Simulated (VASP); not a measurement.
# Hg (R-3m) in VASP: further runs

Runs on Hg. Level: PBE. Tasks: single point, relaxation of cell and atoms.

All numbers are computed with VASP 6.6.1; they aren't measurements. Logs are shortened: lines on timing, memory, paths and dates and some standing lists are left out, and cuts for length are marked.

### 1 The cell of the first run

Symmetry: R-3m, No. 166, trigonal system. Conventional cell: a = 4.157 Å, b = 4.157 Å, c = 5.924 Å, α = 90.00°, β = 90.00°, γ = 120.00°. Within 4.2 Å of Hg (site symmetry -3m) lie 12 Hg at 3.11 to 4.16 Å.

### 2 Single point, PBE

Input file INCAR:

```
SYSTEM = Hg
PREC = Accurate ; ENCUT = 520
EDIFF = 1E-6 ; ISMEAR = 1
SIGMA = 1.0 ; LREAL = .False.
LASPH = .True. ; NELM = 80
ALGO = Normal ; ISIF = 2
LWAVE = .False. ; LCHARG = .True.
GGA = PE ; LELF = .True.
LVHAR = .True. ; NBANDS = 12
```

Input file KPOINTS:

```
Automatic mesh
0
Gamma
  10 10 10
  0 0 0
```

Input file POSCAR:

```
Hg
1.0
    2.0783995336      1.1999645302      1.9747385792
   -2.0783995336      1.1999645302      1.9747385792
    0.0000000000     -2.3999290604      1.9747385791
Hg
1
Direct
    0.0000000000      1.0000000000      0.0000000000
```

Potentials or basis: VASP PAW PBE potentials, release 64 (Hg).

Launch:

```bash
> cat potpaw_PBE.64/Hg/POTCAR > POTCAR
> mpirun -np 1 vasp_std > vasp.out
```

OUTCAR:

```text
SYSTEM = Hg
   PREC = Accurate
   ENCUT = 520
   EDIFF = 1E-6
   ISMEAR = 1
   LREAL = .False.
   LASPH = .True.
   NELM = 80
   ISIF = 2
   GGA = PE

 ion  position               nearest neighbor table
   1  0.000  0.000  0.000-

  LATTYP: Found a trigonal (rhomboedric) cell.
 ALAT       =     3.1079337109
 COS(alpha) =     0.1055736732

  Lattice vectors:

 A1 = (   2.0783995336,   1.1999645302,   1.9747385792)
 A2 = (  -2.0783995336,   1.1999645302,   1.9747385792)
 A3 = (   0.0000000000,  -2.3999290604,   1.9747385791)

Analysis of symmetry for initial positions (statically):
=====================================================================
 Subroutine PRICEL returns:
 Original cell was already a primitive cell.

 Routine SETGRP: Setting up the symmetry group for a
 trigonal (rhombohedral) supercell.

 Subroutine GETGRP returns: Found 12 space group operations
 (whereof 12 operations were pure point group operations)
 out of a pool of 12 trial point group operations.

The static configuration has the point symmetry D_3d.

Analysis of symmetry for dynamics (positions and initial velocities):
=====================================================================
 Subroutine PRICEL returns:
 Original cell was already a primitive cell.

 Routine SETGRP: Setting up the symmetry group for a
 trigonal (rhombohedral) supercell.

 Subroutine GETGRP returns: Found 12 space group operations
 (whereof 12 operations were pure point group operations)
 out of a pool of 12 trial point group operations.

The dynamic configuration has the point symmetry D_3d.

 Subroutine INISYM returns: Found 12 space group operations
 (whereof 12 operations are pure point group operations),
 and found     1 'primitive' translations

----------------------------------------------------------------------------------------

                                     Primitive cell

  volume of cell :      29.5501

  direct lattice vectors                    reciprocal lattice vectors
     2.078399534  1.199964530  1.974738579     0.240569723  0.138892994  0.168798714
    -2.078399534  1.199964530  1.974738579    -0.240569723  0.138892994  0.168798714
     0.000000000 -2.399929060  1.974738579     0.000000000 -0.277785989  0.168798714

  length of vectors
     3.107933711  3.107933711  3.107933711     0.325050860  0.325050860  0.325050860

[... 84 lines left out ...]
   ISIF   =      2    stress and relaxation
   ISYM   =      2    0-nonsym 1-usesym 2-fastsym
   POTIM  = 0.5000    time-step for ionic-motion
   TEBEG  =    0.0;   TEEND  =   0.0 temperature during run
   PSTRESS=    0.0 pullay stress
   NELECT =      12.0000    total number of electrons
   NUPDOWN=      -1.0000    fix difference up-down
   EMIN   =  10.00;   EMAX   =-10.00  energy-range for DOS
   EFERMI =   0.00;   METHOD = LEGACY
   ISMEAR =     1;   SIGMA  =   1.00  broadening in eV -4-tet -1-fermi 0-gaus
   EFERMI_NEDOS =   21; number of points for ismear=-14 and -15
   IALGO  =     38    algorithm
   IMIX   =      4    mixing-type and parameters
     AMIX     =   0.40;   BMIX     =  1.00
     AMIX_MAG =   1.60;   BMIX_MAG =  1.00
  volume/ion in A,a.u.               =      29.55       199.41
  Fermi-wavevector in a.u.,A,eV,Ry     =   1.212316  2.290945 19.996617  1.469710
  Thomas-Fermi vector in A             =   2.347804
   LORBIT       =      0    0 simple, 1 ext, 2 COOP (PROOUT), +10 PAW based schemes
   GGA     = PE    functional components
   LHFCALC =     F    Hartree Fock is set to
   AEXX    =    0.0000 exact exchange contribution
   IVDW    =     0    specifies the selected vdW correction
   LEPSILON=     F    determine dielectric tensor
   LRPA    =     F    only Hartree local field effects (RPA)
 non-spin polarized calculation
 Methfessel and Paxton  Order N= 1 SIGMA  =   1.00
  energy-cutoff  :      520.00
  volume of cell :       29.55
 maximum number of plane-waves:       811
   NGX = 11   NGY = 11   NGZ = 11

 number of electron      12.0000000 magnetization

 Free energy of the ion-electron system (eV)
  ---------------------------------------------------
  ext. energy  EPLUGINS =         0.00000000
  ---------------------------------------------------
  free energy    TOTEN  =        -0.16423847 eV

  energy without entropy =       -0.17561891  energy(sigma->0) =       -0.16803195

 E-fermi :   1.3386     XC(G=0):  -9.5691

 val. band max:        1.1981333488   @ k =  -0.2000   0.5000   0.1000
 cond. band min:       1.4623734393   @ k =   0.5000   0.5000   0.0000
 fundamental gap:      0.2642400906
 Fermi energy:         1.3385519600

 k-point     1 :       0.0000    0.0000    0.0000
  band No.  band energies     occupation
      1      -6.4078      2.00000
      2      -6.2179      2.00000
      3      -6.2179      2.00000
      4      -4.5923      2.00000
      5      -4.5923      2.00000
      6      -4.5508      2.00000
      7      10.9690     -0.00000
      8      10.9690     -0.00000
      9      11.1890     -0.00000
     10      14.2520     -0.00000
     11      15.9939     -0.00000
     12      15.9939     -0.00000
[... 331 lines left out ...]
 k-point    24 :       0.4000    0.3000   -0.0000
  band No.  band energies     occupation
      1      -5.9753      2.00000
      2      -5.6963      2.00000
      3      -4.9594      2.00000
      4      -4.8275      2.00000
      5      -4.7451      2.00000
      6      -1.9511      2.00003
      7       3.5690     -0.00709
      8       7.0440     -0.00000
      9      10.6327     -0.00000
     10      14.1186     -0.00000
     11      18.3311     -0.00000
     12      19.5705     -0.00000

 [... further k-points ...]

------------------------ aborting loop because EDIFF is reached ----------------------------------------

  FORCE on cell =-STRESS in cart. coord.  units (eV):
  Direction    XX          YY          ZZ          XY          YZ          ZX
  --------------------------------------------------------------------------------------
  -------------------------------------------------------------------------------------
  Total        0.0271632      0.0271632      0.0160162      0.0000000      0.0000000      0.0000000
  in kB        1.4727665      1.4727665      0.8683851      0.0000000      0.0000000      0.0000000
  external PRESSURE =       1.2713060 kB  Pullay stress =       0.0000000 kB

 VOLUME and BASIS-vectors are now :
 -----------------------------------------------------------------------------
  energy-cutoff  :      520.00
  volume of cell :       29.55
      direct lattice vectors                 reciprocal lattice vectors
     2.078399534  1.199964530  1.974738579     0.240569723  0.138892994  0.168798714
    -2.078399534  1.199964530  1.974738579    -0.240569723  0.138892994  0.168798714
     0.000000000 -2.399929060  1.974738579     0.000000000 -0.277785989  0.168798714

 POSITION                                       TOTAL-FORCE (eV/Angst)
 -----------------------------------------------------------------------------------
      0.00000      0.00000      0.00000         0.000000      0.000000     -0.000000
 -----------------------------------------------------------------------------------
    total drift:                               -0.000000     -0.000000      0.000000

  FREE ENERGIE OF THE ION-ELECTRON SYSTEM (eV)
  ---------------------------------------------------
  free  energy   TOTEN  =        -0.1642384749 eV

  energy  without entropy=       -0.1756189135  energy(sigma->0) =       -0.16803195
```

OSZICAR:

```text
N       E                     dE             d eps       ncg     rms          rms(c)
DAV:   1     0.744262674097E+02    0.74426E+02   -0.63095E+03  2912   0.926E+02
DAV:   2     0.120901831058E+01   -0.73217E+02   -0.68638E+02  2984   0.223E+02
DAV:   3    -0.188193071316E+00   -0.13972E+01   -0.13964E+01  3336   0.345E+01
DAV:   4    -0.189855508816E+00   -0.16624E-02   -0.16624E-02  2988   0.127E+00
DAV:   5    -0.189858661752E+00   -0.31529E-05   -0.31531E-05  3308   0.511E-02    0.236E+00
DAV:   6    -0.165594059645E+00    0.24265E-01   -0.63518E-02  3256   0.275E+00    0.188E+00
DAV:   7    -0.164115558441E+00    0.14785E-02   -0.78900E-03  3196   0.821E-01    0.917E-01
DAV:   8    -0.164205281828E+00   -0.89723E-04   -0.83192E-04  2952   0.340E-01    0.299E-02
DAV:   9    -0.164231350800E+00   -0.26069E-04   -0.14921E-05  3132   0.339E-02    0.914E-03
DAV:  10    -0.164238536417E+00   -0.71856E-05   -0.80167E-06  2864   0.266E-02    0.119E-03
DAV:  11    -0.164238474875E+00    0.61542E-07   -0.11423E-07  2108   0.232E-03
   1 F= -.16423847E+00 E0= -.16803195E+00  d E =0.113804E-01
```

stdout:

```text
POSCAR found type information on POSCAR Hg
 POSCAR found :  1 types and       1 ions
 scaLAPACK will be used
 LDA part: xc-table for (Slater+PW92), standard interpolation
 POSCAR, INCAR and KPOINTS ok, starting setup
 FFT: planning ... GRIDC
 FFT: planning ... GRID_SOFT
 FFT: planning ... GRID
 WAVECAR not read
 entering main loop
```

Run time: 14 s. Hardware: 1 thread of Intel Xeon Platinum 8488C (Sapphire Rapids), shared host; peak memory 0.16 GiB.

What came out:

| Item | Value |
| --- | --- |
| Free energy | -0.1642 eV |
| Pressure | 0.1 GPa |
| Band gap on the k mesh | zero (bands 6 and 7 overlap by 4.25 eV) |

Caveat: so wide a smearing shifts energies and pressures; spin-orbit coupling is left out, which moves the levels of the heavy elements.

(Part 1 of 3 ends here.)

The gap in the log of VASP goes by the Fermi energy; the results here count the filled bands.